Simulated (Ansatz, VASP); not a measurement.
Ir: VASP beside Ansatz

The input INCAR:

```
ALGO = Normal
EDIFF = 1E-6
ENCUT = 520
GGA = PS
ISIF = 2
ISMEAR = -1
LASPH = True
LCHARG = True
LELF = True
LREAL = False
LVHAR = True
LWAVE = False
NBANDS = 10
NELM = 80
PREC = Accurate
SIGMA = 0.1
```

The input KPOINTS:

```
k-points
0
Gamma
  14 14 14
```

File POSCAR:

```
Ir
1.0
    2.6086581007      0.0000000000      0.0000000000
    0.0000000000      2.6086581007      0.0000000000
    0.0000000000      0.0000000000      2.6086581007
Ir
1
Direct
    0.0000000000      0.0000000000      0.0000000000
```

Input for Ansatz:

```yaml
crystal:
  lattice:
    - [2.6086581007, 0.0, 0.0]
    - [0.0, 2.6086581007, 0.0]
    - [0.0, 0.0, 2.6086581007]
  atoms:
    - { symbol: Ir, position: [0.0, 0.0, 0.0] }
hamiltonian:
  xc: pbesol
  pseudopotentials:
    kind: paw
    azcp:
      Ir: "pseudopotentials/Ir.paw.azcp"
basis:
  ecutwfc: 420
  fft_grid_basis: typed
kpoints:
  mp_grid: { grid: [14, 14, 14], shift: [0, 0, 0] }
magnetization:
  spin_polarized: false
scf:
  occupations: { method: fermi_dirac, width: 0.1 }
  lower_state_search: "off"
output:
  stress: true
  write_density: true
  write_potential: true
  elf: true
  volumetric_format: npy
```

Alike in both runs: task single point; functional PBEsol; k mesh 14 × 14 × 14; occupations fermi-dirac, width 0.1 eV; no spin polarisation.

```csv
,VASP,Ansatz
version,VASP 6.6.1,Ansatz 0.2.0
potentials or method,"VASP PAW PBE potentials, release 64 (Ir), cutoff 520 eV","plane waves (420 eV) with PAW, scalar-relativistic"
valence electrons in the cell,9,17
```

```tsv
	VASP	Ansatz	Ansatz less VASP
pressure (GPa)	-17.5	-17.8	-0.30
```

VASP's potentials were made for PBE, not for PBEsol, and Ansatz warns of the same on its side. VASP's potentials hold 9 valence electrons a cell and Ansatz's 17, so a difference there can come from the potentials and not from the codes.

Neither program's run includes spin-orbit coupling.
